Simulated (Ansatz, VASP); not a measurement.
## Two plane-wave programs on Zn2O5

```
CELL_PARAMETERS angstrom
3.20000 0.00000 0.00000
-1.60000 2.77128 0.00000
0.00000 0.00000 8.90000
ATOMIC_POSITIONS crystal
Zn 0.33333 0.66667 0.11300
Zn 0.66667 0.33333 0.88700
O 0.66667 0.33333 0.22500
O 0.66667 0.33333 0.37500
O 0.33333 0.66667 0.77500
O 0.33333 0.66667 0.62500
O 0.00000 0.00000 0.00000
```

Alike in both runs: task relaxation of cell and atoms; functional PBE; k mesh 6 × 6 × 2; occupations gaussian, width 0.2 eV; no spin polarisation.

|  | VASP | Ansatz |
| --- | --- | --- |
| version | VASP 6.6.1 | Ansatz 0.2.0 |
| potentials or method | VASP PAW PBE potentials, release 64 (Zn, O), cutoff 600 eV | scalar-relativistic, plane waves, PAW |
| valence electrons in the cell | 54 | 54 |

|  | VASP | Ansatz | Ansatz less VASP |
| --- | --- | --- | --- |
| gap on the k mesh at the Fermi level, each at its own relaxed structure (eV) | none | none | - |
| relaxed volume (Å³/atom) | 11.76 | 10.95 | -0.817 |
| relaxed cell length with the largest relative difference (Å) | 9.760 | 8.781 | -0.9796 |

A gap of «none» marks a metal or a gap that the smearing closes. One of these differences is far larger than is usual between the two programs; its cause wasn't traced.

The k mesh is coarse, so the values compare programs but aren't converged.
